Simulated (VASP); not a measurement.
MoH3:

```xyz
4
Lattice="2.8240 0.0000 0.0000 -1.4120 2.4457 0.0000 0.0000 0.0000 6.0818" Properties=species:S:1:pos:R:3 pbc="T T T"
H     0.0000    1.6305    1.0451
H     0.0000    1.6305    5.0367
H     0.0000    0.0000    0.0000
Mo    0.0000    0.0000    3.0409
```

The cell was built from a structure type or drawn by symmetry, and may not be a known phase.

```yaml
Program: VASP 6.6.1
Task: relaxation of cell and atoms
Functional: PBE
Potentials_or_basis: VASP PAW PBE potentials, release 64 (H, Mo_sv)
Cutoff: 600 eV
k_mesh: 6 × 6 × 3
Occupations: gaussian, width 0.15 eV
Spin: no spin polarisation
```

At the start: pressure -24.2 GPa; volume 10.50 Å³/atom.

Task: How do energy, volume and symmetry change on relaxing?

Result: Over 13 steps the energy falls by 1092.8 meV/atom and the volume is 6.91 Å³/atom (-34.2 %); space group P-6m2 (No. 187, to 0.1 Å) before and after.

The path:
```csv
step,energy change (eV),largest force (eV/Å),pressure (GPa),volume (Å³)
1,0.0000,1.3070,-24.24,42.00
2,-1.7731,1.4315,-13.42,32.99
3,-2.4730,1.1249,8.03,27.85
4,-2.5529,0.7803,26.25,25.53
5,-3.3774,0.4263,37.78,23.76
6,-3.5514,0.0776,51.96,22.43
7,-4.2465,0.6992,7.65,25.88
8,-4.2612,0.7882,1.05,26.72
9,-4.2618,0.7747,2.02,26.58
10,-4.3090,0.6069,0.92,26.90
11,-4.3648,0.2201,-0.96,27.67
12,-4.3669,0.1409,-1.27,27.83
13,-4.3710,0.0505,0.28,27.63
```

Final structure:
```
CELL_PARAMETERS angstrom
2.87779 0.00000 0.00000
-1.43890 2.49224 0.00000
0.00000 0.00000 3.85303
ATOMIC_POSITIONS crystal
H 0.33333 0.66667 0.25223
H 0.33333 0.66667 0.74777
H 0.00000 0.00000 0.00000
Mo 0.00000 0.00000 0.50000
```

Caveat: the k points lie up to 0.54 Å⁻¹ apart in the final cell, too coarse for converged energies and pressures of a metal; the volume moved by over 15 % at a fixed basis, so the end points are rough; the relaxation stopped at a loose force limit of 0.08 eV/Å, so its end isn't a converged minimum.
